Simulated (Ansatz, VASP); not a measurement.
This is a calculation of Bi for Ansatz 0.2.0.

File input.yaml:

```yaml
crystal:
  lattice:
    - [2.2825169939, 1.3178118009, 3.9640802302]
    - [-2.2825169939, 1.3178118009, 3.9640802302]
    - [0.0, -2.6356236018, 3.9640802302]
  atoms:
    - { symbol: Bi, position: [0.766, 0.766, 0.766] }
    - { symbol: Bi, position: [0.234, 0.234, 0.234] }
kpoints:
  mp_grid: { grid: [7, 7, 7] }
scf:
  occupations: { method: fermi_dirac, width: 0.05 }
hamiltonian:
  xc: lda
  pseudopotentials: { kind: all_electron, lapw: { basis_error: 0.001 } }
output:
  forces: true
  stress: true
  eigenvalues: true
```

Potentials or basis: all-electron LAPW, scalar-relativistic.

The run is started by

```bash
$ ansatz run input.yaml --threads 1 --pin off --max-ram 3072MiB --backend cpu --events-out ev --progress --plain --runs-dir out
```

Question: Translate it to VASP 6.6.1. Potentials there: VASP PAW LDA potentials, release 64 (Bi_d).

Answer: As run (the cutoff follows the program's own potentials):

The input INCAR:

```
ALGO = Normal ; EDIFF = 1E-6
ENCUT = 520 ; GGA = CA
ISIF = 2 ; ISMEAR = -1
LASPH = T ; LCHARG = F
LREAL = F ; LWAVE = F
NBANDS = 22 ; NELM = 80
PREC = Accurate ; SIGMA = 0.05
```

KPOINTS

```
k-points
0
Gamma
  7 7 7
```

Contents of POSCAR:

```
Bi
1.0
    2.2825169939      1.3178118009      3.9640802302
   -2.2825169939      1.3178118009      3.9640802302
    0.0000000000     -2.6356236018      3.9640802302
Bi
2
Direct
    0.7660000000      0.7660000000      0.7660000000
    0.2340000000      0.2340000000      0.2340000000
```

Potentials or basis: VASP PAW LDA potentials, release 64 (Bi_d).

Launch:

```console
$ cat potpaw_LDA.64/Bi_d/POTCAR > POTCAR
$ mpirun -np 1 vasp_std > vasp.out
```

Both were run:

|  | VASP | Ansatz | Ansatz less VASP |
| --- | --- | --- | --- |
| gap on the k mesh at the Fermi level (eV) | 0.26 | 0.26 | -0.004 |
| least direct gap on the mesh (eV) | 0.51 | 0.51 | -0.004 |
| pressure (GPa) | -2.4 | -2.4 | -0.05 |
| rms of the force components (eV/Å) | 0.011 | 0.022 | +0.0113 |

LDA's correlation is that of Perdew and Zunger in VASP and of Perdew and Wang (1992) in Ansatz. Atom by atom the forces differ by 0.011 eV/Å (rms over components). Ansatz ran all-electron here, and VASP with PAW potentials.

Spin-orbit coupling is off throughout.
